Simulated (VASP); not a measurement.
# Hf (Im-3m) in VASP: a series of runs, part 2 of 2

VASP 6.6.1. Earlier steps stand in the parts before.

**3. Single point, PBE (volume scaled by 0.85)**

INCAR reads:

```
SYSTEM = Hf
PREC     = Accurate       ! precision mode
ENCUT    = 520            ! plane-wave cutoff, eV
EDIFF    = 1E-7           ! SCF threshold, eV
ISMEAR   = -1             ! smearing method
SIGMA    = 0.08           ! smearing width, eV
LREAL    = .False.        ! projectors in reciprocal space
LASPH    = .True.         ! aspherical terms in the spheres
NELM     = 60             ! most SCF steps
ALGO     = Normal         ! electronic algorithm
ISIF     = 2              ! what is computed and relaxed
LWAVE    = .False.        ! write WAVECAR
LCHARG   = .False.        ! write CHGCAR
GGA      = PE             ! functional
NBANDS   = 11             ! bands
```

KPOINTS reads:

```
Automatic mesh
0
Gamma
  17 17 17
  0 0 0
```

POSCAR reads:

```
Hf
1.0
   -1.6804928442      1.6804928442      1.6804928442
    1.6804928442     -1.6804928442      1.6804928442
    1.6804928442      1.6804928442     -1.6804928442
Hf
1
Direct
    0.0000000000      0.0000000000      0.0000000000
```

Potentials or basis: VASP PAW PBE potentials, release 64 (Hf_pv).

The run is started by

```console
cat potpaw_PBE.64/Hf_pv/POTCAR > POTCAR
mpirun -np 1 vasp_std > vasp.out
```

OUTCAR:

```text
SYSTEM = Hf
   PREC = Accurate
   ENCUT = 520
   EDIFF = 1E-7
   ISMEAR = -1
   LREAL = .False.
   LASPH = .True.
   NELM = 60
   ISIF = 2
   GGA = PE

 ion  position               nearest neighbor table
   1  0.000  0.000  0.000-

  LATTYP: Found a body centered cubic cell.
 ALAT       =     3.3609856884

  Lattice vectors:

 A1 = (  -1.6804928442,   1.6804928442,   1.6804928442)
 A2 = (   1.6804928442,  -1.6804928442,   1.6804928442)
 A3 = (   1.6804928442,   1.6804928442,  -1.6804928442)

Analysis of symmetry for initial positions (statically):
=====================================================================
 Subroutine PRICEL returns:
 Original cell was already a primitive cell.

 Routine SETGRP: Setting up the symmetry group for a
 body centered cubic supercell.

 Subroutine GETGRP returns: Found 48 space group operations
 (whereof 48 operations were pure point group operations)
 out of a pool of 48 trial point group operations.

The static configuration has the point symmetry O_h .

Analysis of symmetry for dynamics (positions and initial velocities):
=====================================================================
 Subroutine PRICEL returns:
 Original cell was already a primitive cell.

 Routine SETGRP: Setting up the symmetry group for a
 body centered cubic supercell.

 Subroutine GETGRP returns: Found 48 space group operations
 (whereof 48 operations were pure point group operations)
 out of a pool of 48 trial point group operations.

The dynamic configuration has the point symmetry O_h .

 Subroutine INISYM returns: Found 48 space group operations
 (whereof 48 operations are pure point group operations),
 and found     1 'primitive' translations

----------------------------------------------------------------------------------------

                                     Primitive cell

  volume of cell :      18.9832

  direct lattice vectors                    reciprocal lattice vectors
    -1.680492844  1.680492844  1.680492844     0.000000000  0.297531764  0.297531764
     1.680492844 -1.680492844  1.680492844     0.297531764  0.000000000  0.297531764
     1.680492844  1.680492844 -1.680492844     0.297531764  0.297531764  0.000000000

  length of vectors
     2.910698988  2.910698988  2.910698988     0.420773456  0.420773456  0.420773456

  position of ions in fractional coordinates (direct lattice)
     0.000000000  0.000000000  0.000000000

  ion indices of the primitive-cell ions
   primitive index   ion index
                 1           1

----------------------------------------------------------------------------------------

 KPOINTS: Automatic mesh

Automatic generation of k-mesh.
 Grid dimensions read from file:
 generate k-points for:   17   17   17

 Generating k-lattice:

  Cartesian coordinates                     Fractional coordinates (reciprocal lattice)
     0.000000000  0.017501868  0.017501868     0.058823529  0.000000000  0.000000000
     0.017501868  0.000000000  0.017501868     0.000000000  0.058823529  0.000000000
     0.017501868  0.017501868  0.000000000     0.000000000  0.000000000  0.058823529

  Length of vectors
     0.024751380  0.024751380  0.024751380

  Shift w.r.t. Gamma in fractional coordinates (k-lattice)
     0.000000000  0.000000000  0.000000000

 Subroutine IBZKPT returns following result:
 ===========================================

 Found    165 irreducible k-points:

 Following reciprocal coordinates:
            Coordinates               Weight
  0.000000  0.000000  0.000000      1.000000
  0.058824  0.000000  0.000000     12.000000
  0.117647  0.000000  0.000000     12.000000
  0.176471  0.000000  0.000000     12.000000
  0.235294  0.000000  0.000000     12.000000
  0.294118  0.000000  0.000000     12.000000
[... 16 lines left out ...]
  0.411765  0.117647  0.000000     48.000000
  0.176471  0.176471  0.000000     24.000000
 [... further k-points ...]
   k-points           NKPTS =    165   k-points in BZ     NKDIM =    165   number of bands    NBANDS=     11
   number of dos      NEDOS =    301   number of ions     NIONS =      1
   total plane-waves  NPLWV =  13824
   dimension x,y,z NGX =    24 NGY =   24 NGZ =   24
   dimension x,y,z NGXF=    48 NGYF=   48 NGZF=   48
   ions per type =               1
   NGX,Y,Z   is equivalent  to a cutoff of  13.71, 13.71, 13.71 a.u.
   NGXF,Y,Z  is equivalent  to a cutoff of  27.42, 27.42, 27.42 a.u.
 SYSTEM =  Hf
   PREC   = accura    normal or accurate (medium, high low for compatibility)
   ISTART =      0    job   : 0-new  1-cont  2-samecut
   ICHARG =      2    charge: 1-file 2-atom 10-const
   ISPIN  =      1    spin polarized calculation?
   LNONCOLLINEAR =      F non collinear calculations
   LSORBIT =      F    spin-orbit coupling
   LASPH  =      T    aspherical Exc in radial PAW
   ENCUT  =  520.0 eV  38.22 Ry    6.18 a.u.   5.41  5.41  5.41*2*pi/ulx,y,z
   NELM   =     60;   NELMIN=  2; NELMDL= -5     # of ELM steps
   EDIFF  = 0.1E-06   stopping-criterion for ELM
   LREAL  =      F    real-space projection
   EDIFFG = 0.1E-05   stopping-criterion for IOM
   NSW    =      0    number of steps for IOM
   IBRION =     -1    ionic relax: 0-MD 1-quasi-New 2-CG
   NFREE  =      0    steps in history (QN), initial steepest desc. (CG)
   ISIF   =      2    stress and relaxation
   ISYM   =      2    0-nonsym 1-usesym 2-fastsym
   POTIM  = 0.5000    time-step for ionic-motion
   TEBEG  =    0.0;   TEEND  =   0.0 temperature during run
   PSTRESS=    0.0 pullay stress
   NELECT =      10.0000    total number of electrons
   NUPDOWN=      -1.0000    fix difference up-down
   EMIN   =  10.00;   EMAX   =-10.00  energy-range for DOS
   EFERMI =   0.00;   METHOD = LEGACY
   ISMEAR =    -1;   SIGMA  =   0.08  broadening in eV -4-tet -1-fermi 0-gaus
   EFERMI_NEDOS =   21; number of points for ismear=-14 and -15
   IALGO  =     38    algorithm
   IMIX   =      4    mixing-type and parameters
     AMIX     =   0.40;   BMIX     =  1.00
     AMIX_MAG =   1.60;   BMIX_MAG =  1.00
  volume/ion in A,a.u.               =      18.98       128.11
  Fermi-wavevector in a.u.,A,eV,Ry     =   1.322162  2.498525 23.784530  1.748114
  Thomas-Fermi vector in A             =   2.451864
   LORBIT       =      0    0 simple, 1 ext, 2 COOP (PROOUT), +10 PAW based schemes
   GGA     = PE    functional components
   LHFCALC =     F    Hartree Fock is set to
   AEXX    =    0.0000 exact exchange contribution
   IVDW    =     0    specifies the selected vdW correction
   LEPSILON=     F    determine dielectric tensor
   LRPA    =     F    only Hartree local field effects (RPA)
 non-spin polarized calculation
  energy-cutoff  :      520.00
  volume of cell :       18.98
 maximum number of plane-waves:       531
 NGX is ok and might be reduce to    24
   NGX = 11   NGY = 11   NGZ = 11

 number of electron      10.0000000 magnetization

 number of electron       9.9999999 magnetization

 Free energy of the ion-electron system (eV)
  ---------------------------------------------------
  ext. energy  EPLUGINS =         0.00000000
  ---------------------------------------------------
  free energy    TOTEN  =        -9.57480249 eV

  energy without entropy =       -9.54358464  energy(sigma->0) =       -9.55919357

 E-fermi :   5.7396     XC(G=0): -12.0517

 val. band max:        5.7275585514   @ k =  -0.3529   0.3529   0.1176
 cond. band min:       5.7473571219   @ k =   0.2941   0.1765   0.1765
 fundamental gap:      0.0197985705
 Fermi energy:         5.7395804907

 k-point     1 :       0.0000    0.0000    0.0000
  band No.  band energies     occupation
      1     -23.4398      2.00000
      2     -23.4398      2.00000
      3     -23.4398      2.00000
      4      -1.7875      2.00000
      5       7.3855      0.00000
      6       7.3855      0.00000
      7       7.3855      0.00000
      8      10.6640      0.00000
      9      10.6640      0.00000
     10      19.6027      0.00000
     11      19.8407      0.00000

 k-point     2 :       0.0588    0.0000    0.0000
  band No.  band energies     occupation
      1     -23.4922      2.00000
      2     -23.4553      2.00000
      3     -23.4403      2.00000
      4      -1.6298      2.00000
      5       7.2704      0.00000
      6       7.3435      0.00000
      7       7.5410      0.00000
      8      10.4631      0.00000
      9      10.6584      0.00000
     10      19.6025      0.00000
     11      20.0020      0.00000
[... 295 lines left out ...]
 k-point    24 :       0.1765    0.1765    0.0000
  band No.  band energies     occupation
      1     -24.3450      2.00000
      2     -23.7369      2.00000
      3     -23.5340      2.00000
      4       1.5001      2.00000
      5       5.5078      1.89537
      6       5.8707      0.32531
      7       9.6432      0.00000
      8      11.4886      0.00000
      9      11.5808      0.00000
     10      19.5781      0.00000
     11      20.2034      0.00000

 [... further k-points ...]
[... 5 lines left out ...]
  --------------------------------------------------------------------------------------
  -------------------------------------------------------------------------------------
  Total        2.4278264      2.4278264      2.4278264     -0.0000000      0.0000000      0.0000000
  in kB      204.9076678    204.9076678    204.9076678     -0.0000000      0.0000000      0.0000000
  external PRESSURE =     204.9076678 kB  Pullay stress =       0.0000000 kB

 VOLUME and BASIS-vectors are now :
 -----------------------------------------------------------------------------
  energy-cutoff  :      520.00
  volume of cell :       18.98
      direct lattice vectors                 reciprocal lattice vectors
    -1.680492844  1.680492844  1.680492844     0.000000000  0.297531764  0.297531764
     1.680492844 -1.680492844  1.680492844     0.297531764  0.000000000  0.297531764
     1.680492844  1.680492844 -1.680492844     0.297531764  0.297531764  0.000000000

 POSITION                                       TOTAL-FORCE (eV/Angst)
 -----------------------------------------------------------------------------------
      0.00000      0.00000      0.00000        -0.000000     -0.000000     -0.000000
 -----------------------------------------------------------------------------------
    total drift:                                0.000000      0.000000      0.000000

  FREE ENERGIE OF THE ION-ELECTRON SYSTEM (eV)
  ---------------------------------------------------
  free  energy   TOTEN  =        -9.5748024950 eV

  energy  without entropy=       -9.5435846386  energy(sigma->0) =       -9.55919357
```

It took 18 s on 1 thread of Intel Xeon 6975P-C, shared host; peak memory 0.16 GiB.

Results:

```
Free energy            : -9.5748 eV
Pressure               : 20.5 GPa
Band gap on the k mesh : zero (band 5 reaches 7.39 eV, above the bottom of band 6 at 4.87 eV)
```

Caveat: spin-orbit coupling is left out, which moves the levels of the heavy elements.
